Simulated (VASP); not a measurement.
Here is a VASP 6.6.1 calculation.

INCAR

```
PREC     = Accurate       # precision mode
ENCUT    = 520            # plane-wave cutoff, eV
EDIFF    = 1E-6           # SCF threshold, eV
ISMEAR   = 0              # smearing method
SIGMA    = 0.1            # smearing width, eV
LREAL    = F              # projectors in reciprocal space
LASPH    = T              # aspherical terms in the spheres
NELM     = 150            # most SCF steps
ALGO     = Normal         # electronic algorithm
ISIF     = 2              # what is computed and relaxed
LWAVE    = F              # write WAVECAR
LCHARG   = T              # write CHGCAR
ISPIN    = 2              # spin polarisation
MAGMOM   = 0 0 0 0 0 0 0 0.37 # initial moments
LORBIT   = 11             # projections on sites
LMAXMIX  = 4              # l up to which the mixer works
GGA      = PE             # functional
LELF     = T              # ELF
LVHAR    = T            
NBANDS   = 40             # bands
```

The input KPOINTS:

```
regular mesh
0
Gamma
  6 6 2
```

The input POSCAR:

```
Al4CoNi3
1.0
    2.8774962000      0.0000000000      0.0000000000
    0.0000000000      2.8774962000      0.0000000000
    0.0000000000      0.0000000000     11.5904150000
Al Ni Co
4 3 1
Direct
    0.0000000000      0.0000000000      0.6220070000
    0.0000000000      0.0000000000      0.8743430000
    0.0000000000      0.0000000000      0.1256570000
    0.0000000000      0.0000000000      0.3779930000
    0.5000000000      0.5000000000      0.7476750000
    0.5000000000      0.5000000000      0.0000000000
    0.5000000000      0.5000000000      0.2523250000
    0.5000000000      0.5000000000      0.5000000000
```

Potentials or basis: VASP PAW PBE potentials, release 64 (Al, Ni, Co).

Launch:

```bash
$ cat potpaw_PBE.64/Al/POTCAR potpaw_PBE.64/Ni/POTCAR potpaw_PBE.64/Co/POTCAR > POTCAR
$ mpirun -np 1 vasp_std > vasp.out
```

Question: Predict the site moments.

Answer: Al -0.00, +0.00 (each value once); Ni +0.01; Co +0.44 μB.

Question: Predict the pressure.

Answer: 0.1 GPa.

Forces on the atoms (eV/Å):
```
Al   0.000  0.000 -0.047
Al   0.000  0.000 -0.011
Al   0.000  0.000  0.011
Al   0.000  0.000  0.047
Ni   0.000  0.000  0.007
Ni   0.000  0.000  0.000
Ni   0.000  0.000 -0.007
Co   0.000  0.000  0.000
```

Caveat: the k points lie up to 0.36 Å⁻¹ apart.
